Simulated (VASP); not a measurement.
Runs of VASP 6.6.1 on NaH. The structure is that of space group Fm-3m (No. 225), or close to it. The cells are those of the table. 

| task | cell | cutoff (eV) | gap on the mesh (eV) | pressure (GPa) |
| --- | --- | --- | --- | --- |
| relaxation of cell and atoms | relaxed to -2 GPa from a = 3.388 Å, angles 60.0, 60.0, 90.0°, 2 atoms | 600 | 3.46 | -2.0 |
| single point | a = 3.169 Å, angles 60.0, 60.0, 90.0°, 2 atoms | 520 | (b) | 7.0 |
| single point | a = 3.031 Å, angles 60.0, 60.0, 90.0°, 2 atoms | 520 | 4.17 | 15.1 |
| single point | a = 3.110 Å, angles 60.0, 60.0, 90.0°, 2 atoms | 520 | 4.03 | (a) |
| single point | a = 3.308 Å, angles 60.0, 60.0, 90.0°, 2 atoms | 520 | 3.72 | 2.0 |
| relaxation of cell and atoms | relaxed to 4 GPa from a = 3.388 Å, angles 60.0, 60.0, 90.0°, 2 atoms | 600 | 3.81 | 4.0 |
| single point | a = 3.245 Å, angles 60.0, 60.0, 90.0°, 2 atoms | 520 | 3.81 | 4.0 |
| relaxation of cell and atoms | relaxed to 2 GPa from a = 3.388 Å, angles 60.0, 60.0, 90.0°, 2 atoms | 600 | 3.72 | 2.0 |
| single point | a = 3.501 Å, angles 60.0, 60.0, 90.0°, 2 atoms | 520 | 3.46 | -2.0 |

Alike in all rows: level PBEsol; potentials or basis VASP PAW PBE potentials, release 64 (Na_pv, H); no spin polarisation; k mesh 8 × 8 × 8; smearing gaussian 0.01 eV.

Problem. Estimate the missing entries.

Solution. (a) 10.1; (b) 3.93.

Caveats: the PAW data sets were made with another functional, which shifts forces and pressure a little; the cell is relaxed towards a set pressure, so the enthalpy falls and the energy may rise (some runs).

A k mesh can miss the band edges.
